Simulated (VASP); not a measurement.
Input of a VASP 6.6.1 run:

Contents of INCAR:

```
PREC     = Accurate       # precision mode
ENCUT    = 600            # plane-wave cutoff, eV
EDIFF    = 1E-7           # SCF threshold, eV
ISMEAR   = 0              # smearing method
SIGMA    = 0.1            # smearing width, eV
LREAL    = F              # projectors in reciprocal space
LASPH    = T              # aspherical terms in the spheres
NELM     = 80             # most SCF steps
ALGO     = Normal         # electronic algorithm
ISIF     = 3              # what is computed and relaxed
LWAVE    = F              # write WAVECAR
LCHARG   = F              # write CHGCAR
GGA      = PE             # functional
IBRION   = 2              # ionic algorithm
NSW      = 90             # ionic steps
EDIFFG   = -0.04          # ionic threshold
```

KPOINTS

```
regular mesh
0
Gamma
  12 12 12
```

Contents of POSCAR:

```
LiH2
1.0
    1.1908635114      0.6875453689      4.6108432630
   -1.1908635114      0.6875453689      4.6108432630
    0.0000000000     -1.3750907378      4.6108432630
Li H
1 2
Direct
    0.0000000000      0.0000000000      0.0000000000
    0.7484000000      0.7484000000      0.7484000000
    0.5849000000      0.5849000000      0.5849000000
```

Potentials or basis: VASP PAW PBE potentials, release 64 (Li_sv, H).

Run with:

```bash
$ cat potpaw_PBE.64/Li_sv/POTCAR potpaw_PBE.64/H/POTCAR > POTCAR
$ mpirun -np 1 vasp_std > vasp.out
```

**Question.** What does it give for the space group after relaxing (to 0.1 Å)?

**Answer.** R3m (No. 160).

**Question.** What does it give for the band gap on the k mesh?

**Answer.** Zero (an odd number of electrons rules out a gap without spin polarisation).

**Question.** Predict the relaxed volume.

**Answer.** 6.94 Å³/atom.

Stress tensor (GPa, compression positive):
```
-0.15  0.00  0.00
 0.00 -0.15  0.00
 0.00  0.00  0.26
```

Caveat: the cutoff is under 1.25 times the usual one of these potentials, so pressure, stress and relaxed cells hold a basis-set (Pulay) error; a cell axis changed by over 15 % at a fixed basis, so the end point is rough.
